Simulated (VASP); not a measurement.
A run of VASP 6.6.1 is set up as follows.

INCAR

```
SYSTEM = LiPr3N2
  ALGO = Normal
  EDIFF = 1E-6
  ENCUT = 750
  GGA = PE
  GGA_COMPAT = .False.
  ISIF = 2
  ISMEAR = 0
  LASPH = .True.
  LCHARG = .True.
  LELF = .True.
  LMAXMIX = 6
  LREAL = .False.
  LVHAR = .True.
  LWAVE = .False.
  NBANDS = 32
  NELM = 200
  PREC = Accurate
  SIGMA = 0.2
```

Contents of KPOINTS:

```
k-points
0
Gamma
  4 4 3
  0 0 0
```

File POSCAR:

```
LiPr3N2
1.0
    6.3148214133      0.0000000000      0.0000000000
   -3.1574107067      5.4687957643      0.0000000000
    0.0000000000      0.0000000000      4.9022527904
Li Pr N
1 3 2
Direct
    0.6666666667      0.3333333333      0.1936521087
    0.4979094835      0.5020905165      0.6937226374
    0.4979094835     -0.0041810330      0.6937226374
    1.0041810330      0.5020905165      0.6937226374
    0.0000000000      0.0000000000      0.5707078861
    0.0000000000      0.0000000000      0.8165629631
```

Potentials or basis: VASP PAW PBE potentials, release 64 (Li_sv, Pr_3, N), 4f in core.

The run is started by

```console
$ cat potpaw_PBE.64/Li_sv/POTCAR potpaw_PBE.64/Pr_3/POTCAR potpaw_PBE.64/N/POTCAR > POTCAR
$ mpirun -np 1 vasp_std > vasp.out
```

Question: Predict the band gap on the k mesh.

Answer: Zero (bands 23 and 24 overlap by 1.02 eV).

Question: Predict the pressure.

Answer: 0.4 GPa.

Question: Estimate the largest force.

Answer: 0.471 eV/Å.

Forces on the atoms (eV/Å):
```
Li   0.000  0.000  0.002
Pr  -0.004  0.003 -0.001
Pr   0.000 -0.005 -0.001
Pr   0.004  0.003 -0.001
N    0.000  0.000 -0.471
N    0.000  0.000  0.471
```

Caveat: the k points lie up to 0.43 Å⁻¹ apart, too coarse for converged energies and pressures of a metal; the standard files for N, O and F lose accuracy on very short bonds; spin-orbit coupling is left out, which moves the levels of the heavy elements; the 4f electrons are frozen in the core, so they carry no moment and show no levels; the run has no spin polarisation, though such a crystal can be magnetic. With open d or f shells a metallic result of PBE can be an artefact of self-interaction; +U or a hybrid may open a gap.
